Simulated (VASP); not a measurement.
# F (P6_3/mmc) in VASP: further runs

Runs on F. Level: PBE. Tasks: single point.

Program: VASP 6.6.1. These are calculated values, not measurements. Logs are shortened: lines on timing, memory, paths and dates and some standing lists are left out, and cuts for length are marked.

## Step 1: The cell of the first run

Symmetry: P6_3/mmc, No. 194, hexagonal system. Conventional cell: a = 2.518 Å, b = 2.518 Å, c = 8.154 Å, α = 90.00°, β = 90.00°, γ = 120.00°. Within 3.3 Å of F (site symmetry -3m) lie 12 F at 2.50 to 2.52 Å. F (site symmetry -6m2) has 12 F at 2.50 to 2.52 Å within 3.3 Å.

## Step 2: Single point, PBE

File INCAR:

```
PREC     = Accurate       # precision mode
ENCUT    = 520            # plane-wave cutoff, eV
EDIFF    = 1E-7           # SCF threshold, eV
ISMEAR   = 1              # smearing method
SIGMA    = 0.0232         # smearing width, eV
LREAL    = False          # projectors in reciprocal space
LASPH    = True           # aspherical terms in the spheres
NELM     = 100            # most SCF steps
ALGO     = Normal         # electronic algorithm
ISIF     = 2              # what is computed and relaxed
LWAVE    = False          # write WAVECAR
LCHARG   = True           # write CHGCAR
GGA      = PE             # functional
LELF     = True           # ELF
LVHAR    = True         
NBANDS   = 22             # bands
```

File KPOINTS:

```
Automatic mesh
0
Gamma
  8 8 3
```

File POSCAR:

```
F
1.0
    1.2589310000      2.1805300000      0.0000000000
   -1.2589310000      2.1805300000      0.0000000000
    0.0000000000      0.0000000000      8.1536950000
F
4
Direct
    0.0000000000      0.0000000000      0.0000000000
    0.0000000000      0.0000000000      0.5000000000
    0.3333300000      0.3333400000      0.7500000000
    0.6666600000      0.6666700000      0.2500000000
```

Potentials or basis: VASP PAW PBE potentials, release 64 (F).

The run is started by

```bash
$ cat potpaw_PBE.64/F/POTCAR > POTCAR
$ mpirun -np 1 vasp_std > vasp.out
```

OUTCAR:

```text
PREC = Accurate
   ENCUT = 520
   EDIFF = 1E-7
   ISMEAR = 1
   LREAL = False
   LASPH = True
   NELM = 100
   ISIF = 2
   GGA = PE

 ion  position               nearest neighbor table
   1  0.000  0.000  0.000-
   2  0.000  0.000  0.500-
   3  0.333  0.333  0.750-
   4  0.667  0.667  0.250-

  LATTYP: Found a hexagonal cell.
 ALAT       =     2.5178598737
 C/A-ratio  =     3.2383434381

  Lattice vectors:

 A1 = (   1.2589310000,  -2.1805300000,   0.0000000000)
 A2 = (   1.2589310000,   2.1805300000,   0.0000000000)
 A3 = (   0.0000000000,   0.0000000000,   8.1536950000)

Analysis of symmetry for initial positions (statically):
=====================================================================
 Subroutine PRICEL returns:
 Original cell was already a primitive cell.

 Routine SETGRP: Setting up the symmetry group for a
 hexagonal supercell.

 Subroutine GETGRP returns: Found  4 space group operations
 (whereof  2 operations were pure point group operations)
 out of a pool of 24 trial point group operations.

The static configuration has the point symmetry C_2 .
 The point group associated with its full space group is C_2v.

Analysis of symmetry for dynamics (positions and initial velocities):
=====================================================================
 Subroutine PRICEL returns:
 Original cell was already a primitive cell.

 Routine SETGRP: Setting up the symmetry group for a
 hexagonal supercell.

 Subroutine GETGRP returns: Found  4 space group operations
 (whereof  2 operations were pure point group operations)
 out of a pool of 24 trial point group operations.

The dynamic configuration has the point symmetry C_2 .
 The point group associated with its full space group is C_2v.

 Subroutine INISYM returns: Found  4 space group operations
 (whereof  2 operations are pure point group operations),
 and found     1 'primitive' translations

----------------------------------------------------------------------------------------

                                     Primitive cell

  volume of cell :      44.7660

  direct lattice vectors                    reciprocal lattice vectors
[... 80 lines left out ...]
   NGXF,Y,Z  is equivalent  to a cutoff of  26.41, 26.41, 26.10 a.u.
 SYSTEM =  unknown system
   PREC   = accura    normal or accurate (medium, high low for compatibility)
   ISTART =      0    job   : 0-new  1-cont  2-samecut
   ICHARG =      2    charge: 1-file 2-atom 10-const
   ISPIN  =      1    spin polarized calculation?
   LNONCOLLINEAR =      F non collinear calculations
   LSORBIT =      F    spin-orbit coupling
   LASPH  =      T    aspherical Exc in radial PAW
   ENCUT  =  520.0 eV  38.22 Ry    6.18 a.u.   4.68  4.68 15.16*2*pi/ulx,y,z
   NELM   =    100;   NELMIN=  2; NELMDL= -5     # of ELM steps
   EDIFF  = 0.1E-06   stopping-criterion for ELM
   LREAL  =      F    real-space projection
   EDIFFG = 0.1E-05   stopping-criterion for IOM
   NSW    =      0    number of steps for IOM
   IBRION =     -1    ionic relax: 0-MD 1-quasi-New 2-CG
   NFREE  =      0    steps in history (QN), initial steepest desc. (CG)
   ISIF   =      2    stress and relaxation
   ISYM   =      2    0-nonsym 1-usesym 2-fastsym
   POTIM  = 0.5000    time-step for ionic-motion
   TEBEG  =    0.0;   TEEND  =   0.0 temperature during run
   PSTRESS=    0.0 pullay stress
   NELECT =      28.0000    total number of electrons
   NUPDOWN=      -1.0000    fix difference up-down
   EMIN   =  10.00;   EMAX   =-10.00  energy-range for DOS
   EFERMI =   0.00;   METHOD = LEGACY
   ISMEAR =     1;   SIGMA  =   0.02  broadening in eV -4-tet -1-fermi 0-gaus
   EFERMI_NEDOS =   21; number of points for ismear=-14 and -15
   IALGO  =     38    algorithm
   IMIX   =      4    mixing-type and parameters
     AMIX     =   0.40;   BMIX     =  1.00
     AMIX_MAG =   1.60;   BMIX_MAG =  1.00
  volume/ion in A,a.u.               =      11.19        75.52
  Fermi-wavevector in a.u.,A,eV,Ry     =   1.400054  2.645718 26.669464  1.960150
  Thomas-Fermi vector in A             =   2.523052
   LORBIT       =      0    0 simple, 1 ext, 2 COOP (PROOUT), +10 PAW based schemes
   GGA     = PE    functional components
   LHFCALC =     F    Hartree Fock is set to
   AEXX    =    0.0000 exact exchange contribution
   IVDW    =     0    specifies the selected vdW correction
   LEPSILON=     F    determine dielectric tensor
   LRPA    =     F    only Hartree local field effects (RPA)
 non-spin polarized calculation
 Methfessel and Paxton  Order N= 1 SIGMA  =   0.02
  energy-cutoff  :      520.00
  volume of cell :       44.77
 maximum number of plane-waves:      1224
   NGX =  9   NGY =  9   NGZ = 31

 number of electron      28.0000030 magnetization

 Free energy of the ion-electron system (eV)
  ---------------------------------------------------
  ext. energy  EPLUGINS =         0.00000000
  ---------------------------------------------------
  free energy    TOTEN  =        -2.95366268 eV

  energy without entropy =       -2.95181951  energy(sigma->0) =       -2.95304829

 E-fermi :  -4.3767     XC(G=0):  -9.7641

 val. band max:       -4.3774595743   @ k =   0.1250   0.0000   0.3333
 cond. band min:      -4.3755637368   @ k =   0.2500   0.2500   0.0000
 fundamental gap:      0.0018958375
 Fermi energy:        -4.3767382195

 k-point     1 :       0.0000    0.0000    0.0000
  band No.  band energies     occupation
      1     -25.4685      2.00000
      2     -24.8808      2.00000
      3     -24.8627      2.00000
      4     -24.1959      2.00000
      5      -7.6601      2.00000
      6      -5.9064      2.00000
[... 589 lines left out ...]
     21      17.9937      0.00000
     22      19.8759      0.00000

 [... further k-points ...]
[... 5 lines left out ...]
  --------------------------------------------------------------------------------------
  -------------------------------------------------------------------------------------
  Total       -1.1209856     -1.1210112     -1.4382671      0.0000000      0.0000000      0.0000000
  in kB      -40.1201150    -40.1210311    -51.4756319      0.0000000      0.0000000      0.0000000
  external PRESSURE =     -43.9055927 kB  Pullay stress =       0.0000000 kB

 VOLUME and BASIS-vectors are now :
 -----------------------------------------------------------------------------
  energy-cutoff  :      520.00
  volume of cell :       44.77
      direct lattice vectors                 reciprocal lattice vectors
     1.258931000  2.180530000  0.000000000     0.397162354  0.229302050  0.000000000
    -1.258931000  2.180530000  0.000000000    -0.397162354  0.229302050  0.000000000
     0.000000000  0.000000000  8.153695000     0.000000000  0.000000000  0.122643783

 POSITION                                       TOTAL-FORCE (eV/Angst)
 -----------------------------------------------------------------------------------
      0.00000      0.00000      0.00000         0.000019      0.000000      0.000000
      0.00000      0.00000      4.07685         0.000019      0.000000      0.000000
     -0.00001      1.45369      6.11527        -0.000019      0.000023      0.000000
     -0.00001      2.90737      2.03842        -0.000019     -0.000023      0.000000
 -----------------------------------------------------------------------------------
    total drift:                               -0.000001     -0.000000     -0.000000

  FREE ENERGIE OF THE ION-ELECTRON SYSTEM (eV)
  ---------------------------------------------------
  free  energy   TOTEN  =        -2.9536626826 eV

  energy  without entropy=       -2.9518195143  energy(sigma->0) =       -2.95304829
```

OSZICAR:

```text
N       E                     dE             d eps       ncg     rms          rms(c)
DAV:   1     0.136570875245E+03    0.13657E+03   -0.16680E+04  1848   0.124E+03
DAV:   2     0.159583048820E+01   -0.13498E+03   -0.13260E+03  2220   0.284E+02
DAV:   3    -0.293552363825E+01   -0.45314E+01   -0.44715E+01  2280   0.458E+01
DAV:   4    -0.295618665971E+01   -0.20663E-01   -0.20660E-01  1962   0.375E+00
DAV:   5    -0.295626720069E+01   -0.80541E-04   -0.80541E-04  2286   0.217E-01    0.678E-01
DAV:   6    -0.305417242152E+01   -0.97905E-01   -0.82686E-01  2354   0.239E+00    0.591E+00
DAV:   7    -0.294607966912E+01    0.10809E+00   -0.65888E-01  2518   0.203E+00    0.283E-01
DAV:   8    -0.295319698842E+01   -0.71173E-02   -0.38584E-03  1938   0.500E-01    0.214E-01
DAV:   9    -0.295359271418E+01   -0.39573E-03   -0.12896E-03  2268   0.129E-01    0.159E-01
DAV:  10    -0.295369128287E+01   -0.98569E-04   -0.80872E-04  1872   0.100E-01    0.130E-01
DAV:  11    -0.295366076481E+01    0.30518E-04   -0.25529E-04  2238   0.440E-02    0.278E-02
DAV:  12    -0.295366259257E+01   -0.18278E-05   -0.96738E-06  1890   0.149E-02    0.190E-03
DAV:  13    -0.295366268262E+01   -0.90047E-07   -0.89929E-08  1542   0.260E-03
   1 F= -.29536627E+01 E0= -.29530483E+01  d E =-.184317E-02
```

stdout:

```text
POSCAR found type information on POSCAR F
 POSCAR found :  1 types and       4 ions
 scaLAPACK will be used
 LDA part: xc-table for (Slater+PW92), standard interpolation
 POSCAR, INCAR and KPOINTS ok, starting setup
 FFT: planning ... GRIDC
 FFT: planning ... GRID_SOFT
 FFT: planning ... GRID
 WAVECAR not read
 entering main loop
```

It took 29 s on 1 thread of AMD EPYC 7R13 (Zen 3), shared host; peak memory 0.13 GiB.

What came out:

| Quantity | Value |
| --- | --- |
| Free energy | -2.9537 eV |
| Pressure | -4.4 GPa |
| Band gap on the k mesh | zero (bands 14 and 15 overlap by 0.68 eV) |

Caveat: the k points lie up to 0.36 Å⁻¹ apart, too coarse for converged energies and pressures of a metal; the atoms stand far beyond bonding distance, and open shells without spin polarisation read as a metal.

## Step 3: Single point, PBE

File INCAR:

```
SYSTEM = F
PREC     = Accurate       ! precision mode
ENCUT    = 520            ! plane-wave cutoff, eV
EDIFF    = 1E-7           ! SCF threshold, eV
ISMEAR   = 1              ! smearing method
SIGMA    = 0.0232         ! smearing width, eV
LREAL    = .False.        ! projectors in reciprocal space
LASPH    = .True.         ! aspherical terms in the spheres
NELM     = 60             ! most SCF steps
ALGO     = Normal         ! electronic algorithm
ISIF     = 2              ! what is computed and relaxed
LWAVE    = .False.        ! write WAVECAR
LCHARG   = .False.        ! write CHGCAR
GGA      = PE             ! functional
ISYM     = 0            
NBANDS   = 22             ! bands
```

File KPOINTS:

```
Automatic mesh
0
Gamma
  8 8 3
  0.5 0.5 0.5
```

POSCAR is that of step 2.

Potentials or basis: VASP PAW PBE potentials, release 64 (F).

The run is started by

```bash
$ cat potpaw_PBE.64/F/POTCAR > POTCAR
$ mpirun -np 1 vasp_std > vasp.out
```

OUTCAR:

```text
SYSTEM = F
   PREC = Accurate
   ENCUT = 520
   EDIFF = 1E-7
   ISMEAR = 1
   LREAL = .False.
   LASPH = .True.
   NELM = 60
   ISIF = 2
   GGA = PE
   ISYM = 0

 ion  position               nearest neighbor table
   1  0.000  0.000  0.000-
   2  0.000  0.000  0.500-
   3  0.333  0.333  0.750-
   4  0.667  0.667  0.250-

IMPORTANT INFORMATION: All symmetrisations will be switched off!
NOSYMM: (Re-)initialisation of all symmetry stuff for point group C_1.

----------------------------------------------------------------------------------------

                                     Primitive cell

  volume of cell :      44.7660

  direct lattice vectors                    reciprocal lattice vectors
     1.258931000  2.180530000  0.000000000     0.397162354  0.229302050  0.000000000
    -1.258931000  2.180530000  0.000000000    -0.397162354  0.229302050  0.000000000
     0.000000000  0.000000000  8.153695000     0.000000000  0.000000000  0.122643783

  length of vectors
[... 127 lines left out ...]
  ---------------------------------------------------
  ext. energy  EPLUGINS =         0.00000000
  ---------------------------------------------------
  free energy    TOTEN  =        -2.96826545 eV

  energy without entropy =       -2.96838646  energy(sigma->0) =       -2.96830579

 E-fermi :  -4.3759     XC(G=0):  -9.7643

 val. band max:       -4.3801638015   @ k =  -0.4375  -0.3750  -0.1667
 cond. band min:      -4.3752610391   @ k =  -0.1875   0.3125   0.5000
 fundamental gap:      0.0049027624
 Fermi energy:        -4.3758924549

 k-point     1 :       0.0625    0.0625    0.1667
  band No.  band energies     occupation
      1     -25.4136      2.00000
      2     -25.0027      2.00000
      3     -24.6802      2.00000
      4     -24.2032      2.00000
      5      -7.5462      2.00000
      6      -6.3491      2.00000
[... 589 lines left out ...]
     21      18.2190      0.00000
     22      19.8264      0.00000

 [... further k-points ...]
[... 5 lines left out ...]
  --------------------------------------------------------------------------------------
  -------------------------------------------------------------------------------------
  Total       -1.3057020     -1.3056897     -1.1600480     -0.0000000      0.0000042      0.0000000
  in kB      -46.7311207    -46.7306818    -41.5181605     -0.0000002      0.0001520      0.0000002
  external PRESSURE =     -44.9933210 kB  Pullay stress =       0.0000000 kB

 VOLUME and BASIS-vectors are now :
 -----------------------------------------------------------------------------
  energy-cutoff  :      520.00
  volume of cell :       44.77
      direct lattice vectors                 reciprocal lattice vectors
     1.258931000  2.180530000  0.000000000     0.397162354  0.229302050  0.000000000
    -1.258931000  2.180530000  0.000000000    -0.397162354  0.229302050  0.000000000
     0.000000000  0.000000000  8.153695000     0.000000000  0.000000000  0.122643783

 POSITION                                       TOTAL-FORCE (eV/Angst)
 -----------------------------------------------------------------------------------
      0.00000      0.00000      0.00000         0.000011      0.000000     -0.000009
      0.00000      0.00000      4.07685         0.000011      0.000000      0.000010
     -0.00001      1.45369      6.11527        -0.000011      0.000019     -0.000009
     -0.00001      2.90737      2.03842        -0.000011     -0.000020      0.000008
 -----------------------------------------------------------------------------------
    total drift:                               -0.000001     -0.000000     -0.000009

  FREE ENERGIE OF THE ION-ELECTRON SYSTEM (eV)
  ---------------------------------------------------
  free  energy   TOTEN  =        -2.9682654523 eV

  energy  without entropy=       -2.9683864589  energy(sigma->0) =       -2.96830579
```

Wall time 3 min (1 thread of AMD EPYC 7R13 (Zen 3), shared host); peak memory 0.26 GiB.

Results:

```yaml
Free_energy: -2.9683 eV
Pressure: -4.5 GPa
Band_gap_on_the_k_mesh: zero (bands 14 and 15 overlap by 0.65 eV)
```

Stress tensor (GPa, compression positive):
```
-4.67  0.00  0.00
 0.00 -4.67  0.00
 0.00  0.00 -4.15
```

Caveat: the k points lie up to 0.36 Å⁻¹ apart, too coarse for converged energies and pressures of a metal; the atoms stand far beyond bonding distance, and open shells without spin polarisation read as a metal.

## Step 4: Single point, PBE, collinear spin

File INCAR:

```
SYSTEM = F
  PREC = Accurate
  ENCUT = 520
  EDIFF = 1E-6
  ISMEAR = 1
  SIGMA = 0.0232
  LREAL = .FALSE.
  LASPH = .TRUE.
  NELM = 150
  ALGO = Normal
  ISIF = 2
  LWAVE = .FALSE.
  LCHARG = .TRUE.
  ISPIN = 2
  MAGMOM = 1.11 1.11 1.1 1.1
  LORBIT = 11
  GGA = PE
  LELF = .TRUE.
  LVHAR = .TRUE.
  NBANDS = 26
```

File KPOINTS:

```
Automatic mesh
0
G
  8 8 3
  0 0 0
```

POSCAR is that of step 3.

The run is started by

```bash
$ cat potpaw_PBE.64/F/POTCAR > POTCAR
$ mpirun -np 1 vasp_std > vasp.out
```

Wall time 83 s (1 thread of AMD EPYC 7R13 (Zen 3), shared host); peak memory 0.17 GiB.

Results (log left out):

```
Free energy                                           : -4.2711 eV
Pressure                                              : -1.9 GPa
Band gap on the k mesh                                : zero (filled and empty bands overlap)
Net moment                                            : 4.00 μB per cell
Site moments                                          : F +0.92 μB
Valence electrons inside the program's atomic spheres : F 5.75, 5.76 (each value once)
```

Stress tensor (GPa, compression positive):
```
-1.43  0.00  0.00
 0.00 -1.47  0.00
 0.00  0.00 -2.69
```

Levels at points of the mesh, in eV from the Fermi level:
Spin up:
```
           k point  band 13  band 14  band 15  band 16  band 17  band 18  band 19  band 20
(0.00, 0.00, 0.00)    -1.28    -1.16    -1.13    -1.13    12.02    14.62    14.66    18.92
(0.50, 0.00, 0.00)    -1.86    -1.80    -1.58    -1.45    18.13    18.21    18.58    19.00
(0.50, 0.50, 0.00)    -1.86    -1.80    -1.58    -1.45    18.13    18.21    18.58    19.00
```
Spin down:
| k point | band 8 | band 9 | band 10 | band 11 | band 12 | band 13 | band 14 | band 15 | band 16 | band 17 |
| --- | --- | --- | --- | --- | --- | --- | --- | --- | --- | --- |
| (0.00, 0.00, 0.00) | 0.41 | 0.41 | 0.60 | 0.60 | 0.60 | 0.60 | 0.79 | 0.79 | 0.85 | 12.56 |
| (0.50, 0.00, 0.00) | -2.18 | -0.92 | -0.66 | -0.39 | 0.01 | 0.02 | 0.03 | 0.34 | 0.44 | 18.49 |
| (0.50, 0.50, 0.00) | -2.19 | -0.92 | -0.66 | -0.39 | 0.01 | 0.02 | 0.03 | 0.34 | 0.44 | 18.49 |

Caveat: the k points lie up to 0.36 Å⁻¹ apart, too coarse for converged energies and pressures of a metal; the atoms stand far beyond bonding distance.

## Step 5: Summary

```csv
spin,k mesh,gap on the mesh (eV),pressure (GPa)
off,8 × 8 × 3,none,-4.4
off,"8 × 8 × 3, shifted",none,-4.5
collinear,8 × 8 × 3,none,-1.9
```

Alike in all rows: task single point; level PBE; potentials or basis VASP PAW PBE potentials, release 64 (F); cell as given; cutoff (eV) 520; smearing methfessel-paxton 0.0232 eV.

Caveats: all runs use coarse meshes; the atoms stand far beyond bonding distance, and open shells without spin polarisation read as a metal (at least some runs); the atoms stand far beyond bonding distance (at least some runs).

Absolute energies hang on the potentials; compare differences alone.
